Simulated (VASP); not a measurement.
# AlNi (P1) in VASP: single point with PBEsol

Aim: the single point of AlNi with PBEsol.

Everything below comes from runs of VASP 6.6.1. Logs are shortened: lines on timing, memory, paths and dates and some standing lists are left out, and cuts for length are marked.

## Step 1: The cell of the first run

The typed cell holds 4 atoms: a = 4.043 Å, b = 4.043 Å, c = 4.050 Å, α = 119.94°, β = 119.94°, γ = 90.00°.

## Step 2: Single point, PBEsol (all Ni atoms moved 0.3 Å in one direction)

The input, INCAR:

```
SYSTEM = AlNi
PREC = Accurate ; ENCUT = 520
EDIFF = 1E-6 ; ISMEAR = 0
SIGMA = 0.15 ; LREAL = .FALSE.
LASPH = .TRUE. ; NELM = 80
ALGO = Fast ; ISIF = 2
LWAVE = .FALSE. ; LCHARG = .TRUE.
GGA = PS ; LELF = .TRUE.
LVHAR = .TRUE. ; NBANDS = 21
```

The input, KPOINTS:

```
Automatic mesh
0
G
  12 12 12
  0 0 0
```

The input, POSCAR:

```
AlNi
1.0
    4.0426561744      0.0000000000      0.0000000000
    0.0000000000     -4.0426995768      0.0000000000
   -2.0213280872      2.0213497884     -2.8694088111
Al Ni
2 2
Direct
    0.0291789958      1.0413485538      1.0277665899
    0.5291789958      0.5413485538      1.0277665899
    0.2208210042      0.7086514462      0.4722334101
    0.7208210042      0.2086514462      0.4722334101
```

Potentials or basis: VASP PAW PBE potentials, release 64 (Al, Ni).

The run is started by

```
$ cat potpaw_PBE.64/Al/POTCAR potpaw_PBE.64/Ni/POTCAR > POTCAR
$ mpirun -np 1 vasp_std > vasp.out
```

OUTCAR:

```text
SYSTEM = AlNi
   PREC = Accurate
   ENCUT = 520
   EDIFF = 1E-6
   ISMEAR = 0
   LREAL = .FALSE.
   LASPH = .TRUE.
   NELM = 80
   ISIF = 2
   GGA = PS

 ion  position               nearest neighbor table
   1  0.029  0.041  0.028-   3 2.21   4 2.30   4 2.41   3 2.49   4 2.51   3 2.58   3 2.68   4 2.75
                             2 2.86   2 2.86   2 2.86   2 2.86   2 2.87   2 2.87
   2  0.529  0.541  0.028-   4 2.21   3 2.30   3 2.41   4 2.49   3 2.51   4 2.58   4 2.68   3 2.75
                             1 2.86   1 2.86   1 2.86   1 2.86   1 2.87   1 2.87
   3  0.221  0.709  0.472-   1 2.21   2 2.30   2 2.41   1 2.49   2 2.51   1 2.58   1 2.68   2 2.75
                             4 2.86   4 2.86   4 2.86   4 2.86   4 2.87   4 2.87
   4  0.721  0.209  0.472-   2 2.21   1 2.30   1 2.41   2 2.49   1 2.51   2 2.58   2 2.68   1 2.75
                             3 2.86   3 2.86   3 2.86   3 2.86   3 2.87   3 2.87

  LATTYP: Found a body centered orthorhombic cell.
 ALAT       =     4.0426561744
 B/A-ratio  =     1.0000107361
 C/A-ratio  =     1.4195660909

  Lattice vectors:

 A1 = (   2.0213280872,  -2.0213497884,   2.8694088111)
 A2 = (  -2.0213280872,   2.0213497884,   2.8694088111)
 A3 = (  -2.0213280872,  -2.0213497884,  -2.8694088111)

Analysis of symmetry for initial positions (statically):
=====================================================================
 Subroutine PRICEL returns following result:

  LATTYP: Found a base centered orthorhombic cell.
 ALAT       =     4.0426561744
 B/A-ratio  =     1.0000107361
 C/A-ratio  =     0.7097830454

  Lattice vectors:

 A1 = (   2.0213280872,   2.0213497884,   0.0000000000)
 A2 = (   2.0213280872,  -2.0213497884,   0.0000000000)
 A3 = (   0.0000000000,  -0.0000000000,  -2.8694088111)

   2 primitive cells build up your supercell.

 Routine SETGRP: Setting up the symmetry group for a
 body centered orthorhombic supercell.

 Subroutine GETGRP returns: Found  1 space group operations
 (whereof  1 operations were pure point group operations)
 out of a pool of  8 trial point group operations.

The static configuration has the point symmetry C_1 .

Analysis of symmetry for dynamics (positions and initial velocities):
=====================================================================
 Subroutine PRICEL returns following result:

  LATTYP: Found a base centered orthorhombic cell.
 ALAT       =     4.0426561744
 B/A-ratio  =     1.0000107361
 C/A-ratio  =     0.7097830454

  Lattice vectors:

 A1 = (   2.0213280872,   2.0213497884,   0.0000000000)
 A2 = (   2.0213280872,  -2.0213497884,   0.0000000000)
 A3 = (   0.0000000000,  -0.0000000000,  -2.8694088111)

   2 primitive cells build up your supercell.
[... 104 lines left out ...]
   LSORBIT =      F    spin-orbit coupling
   LASPH  =      T    aspherical Exc in radial PAW
   ENCUT  =  520.0 eV  38.22 Ry    6.18 a.u.   7.52  7.52  7.53*2*pi/ulx,y,z
   NELM   =     80;   NELMIN=  2; NELMDL= -5     # of ELM steps
   EDIFF  = 0.1E-05   stopping-criterion for ELM
   LREAL  =      F    real-space projection
[... 7 lines left out ...]
   TEBEG  =    0.0;   TEEND  =   0.0 temperature during run
   PSTRESS=    0.0 pullay stress
   NELECT =      26.0000    total number of electrons
   NUPDOWN=      -1.0000    fix difference up-down
   EMIN   =  10.00;   EMAX   =-10.00  energy-range for DOS
   EFERMI =   0.00;   METHOD = LEGACY
   ISMEAR =     0;   SIGMA  =   0.15  broadening in eV -4-tet -1-fermi 0-gaus
   EFERMI_NEDOS =   21; number of points for ismear=-14 and -15
   IALGO  =     68    algorithm
   IMIX   =      4    mixing-type and parameters
     AMIX     =   0.40;   BMIX     =  1.00
     AMIX_MAG =   1.60;   BMIX_MAG =  1.00
  volume/ion in A,a.u.               =      11.72        79.12
  Fermi-wavevector in a.u.,A,eV,Ry     =   1.344897  2.541487 24.609512  1.808748
  Thomas-Fermi vector in A             =   2.472854
   LORBIT       =      0    0 simple, 1 ext, 2 COOP (PROOUT), +10 PAW based schemes
   GGA     = PS    functional components
   LHFCALC =     F    Hartree Fock is set to
   AEXX    =    0.0000 exact exchange contribution
   IVDW    =     0    specifies the selected vdW correction
   LEPSILON=     F    determine dielectric tensor
   LRPA    =     F    only Hartree local field effects (RPA)
 non-spin polarized calculation
 RMM-DIIS sequential band-by-band and
 Gauss-broadening in eV      SIGMA  =   0.15
  energy-cutoff  :      520.00
  volume of cell :       46.90
 maximum number of plane-waves:      1285
   NGX = 15   NGY = 15   NGZ = 15

 number of electron      26.0000000 magnetization

 Free energy of the ion-electron system (eV)
  ---------------------------------------------------
  ext. energy  EPLUGINS =         0.00000000
  ---------------------------------------------------
  free energy    TOTEN  =       -22.57979700 eV

  energy without entropy =      -22.56416466  energy(sigma->0) =      -22.57198083

 E-fermi :  10.1438     XC(G=0): -12.2382

 val. band max:       10.1437134829   @ k =  -0.1667  -0.1667   0.5000
 cond. band min:      10.1459306096   @ k =  -0.3333   0.1667  -0.1667
 fundamental gap:      0.0022171267
 Fermi energy:        10.1437720381

 k-point     1 :       0.0000    0.0000    0.0000
  band No.  band energies     occupation
      1      -1.1074      2.00000
      2       5.8892      2.00000
      3       5.9348      2.00000
      4       5.9613      2.00000
      5       6.6928      2.00000
      6       6.7494      2.00000
[... 565 lines left out ...]
     20      16.9853      0.00000
     21      19.2019      0.00000

 [... further k-points ...]

------------------------ aborting loop because EDIFF is reached ----------------------------------------

  FORCE on cell =-STRESS in cart. coord.  units (eV):
  Direction    XX          YY          ZZ          XY          YZ          ZX
  --------------------------------------------------------------------------------------
  -------------------------------------------------------------------------------------
  Total        1.1463356      2.7535783      1.9404822      0.5307527      1.6393732     -0.8004825
  in kB       39.1644179     94.0756667     66.2963393     18.1331026     56.0089853    -27.3483859
  external PRESSURE =      66.5121413 kB  Pullay stress =       0.0000000 kB

 VOLUME and BASIS-vectors are now :
 -----------------------------------------------------------------------------
  energy-cutoff  :      520.00
  volume of cell :       46.90
      direct lattice vectors                 reciprocal lattice vectors
     4.042656174  0.000000000  0.000000000     0.247362120  0.000000000 -0.174251922
     0.000000000 -4.042699577  0.000000000     0.000000000 -0.247359464 -0.174251922
    -2.021328087  2.021349788 -2.869408811     0.000000000  0.000000000 -0.348503844

 POSITION                                       TOTAL-FORCE (eV/Angst)
 -----------------------------------------------------------------------------------
      0.06184     -0.11103     -0.07967        -0.787801      1.591591      1.217715
      2.08316     -2.13238     -0.07967        -0.787801      1.591591      1.217715
     -0.06184     -1.91032     -1.35503         0.787801     -1.591591     -1.217715
      1.95949      0.11103     -1.35503         0.787801     -1.591591     -1.217715
 -----------------------------------------------------------------------------------
    total drift:                               -0.000159      0.000292      0.000216

  FREE ENERGIE OF THE ION-ELECTRON SYSTEM (eV)
  ---------------------------------------------------
  free  energy   TOTEN  =       -22.5797969952 eV

  energy  without entropy=      -22.5641646602  energy(sigma->0) =      -22.57198083
```

Wall time 11 min (1 thread of AMD EPYC 7R13 (Zen 3), shared host); peak memory 0.75 GiB.

What came out:

- Free energy: -22.5798 eV
- Pressure: 6.7 GPa
- Largest force: 2.153 eV/Å
- Band gap on the k mesh: zero (bands 13 and 14 overlap by 3.08 eV)

Forces in eV/Å, atoms in the order of the input:
```
Al  -0.788  1.592  1.218
Al  -0.788  1.592  1.218
Ni   0.788 -1.592 -1.218
Ni   0.788 -1.592 -1.218
```

Caveat: the cell differs from its parent crystal (all Ni atoms moved 0.3 Å in one direction); the cell stands under pressure; the PAW data sets were made with another functional, which shifts forces and pressure a little. Spin polarisation is off, so any magnetic state and its effect on volume and gap are missing.
